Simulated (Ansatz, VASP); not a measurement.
# Two plane-wave programs on TiAl3

```xyz
4
Lattice="3.9800 0.0000 0.0000 0.0000 3.9800 0.0000 0.0000 0.0000 3.9800" Properties=species:S:1:pos:R:3 pbc="T T T"
Ti    0.0000    0.0000    0.0000
Al    1.9900    1.9900    0.0000
Al    1.9900    0.0000    1.9900
Al    0.0000    1.9900    1.9900
```

Alike in both runs: functional PBE; k mesh 12 × 12 × 12; occupations gaussian, width 0.1 eV; no spin polarisation.

Ansatz relaxed the structure, and its values are those at the end. VASP's run is a single point on that final structure, the one shown.

|  | VASP | Ansatz |
| --- | --- | --- |
| version | VASP 6.6.1 | Ansatz 0.2.0 |
| potentials or method | VASP PAW PBE potentials, release 64 (Ti_sv, Al), cutoff 520 eV | scalar-relativistic, plane waves, PAW |
| valence electrons in the cell | 21 | 21 |

|  | VASP | Ansatz | Ansatz less VASP |
| --- | --- | --- | --- |
| gap on the k mesh at the Fermi level (eV) | none | none | - |
| pressure (GPa) | -0.1 | 0.0 | +0.13 |

A gap of «none» marks a metal or a gap that the smearing closes. The functional is the same, so the differences come from potentials, cutoffs and numerics.
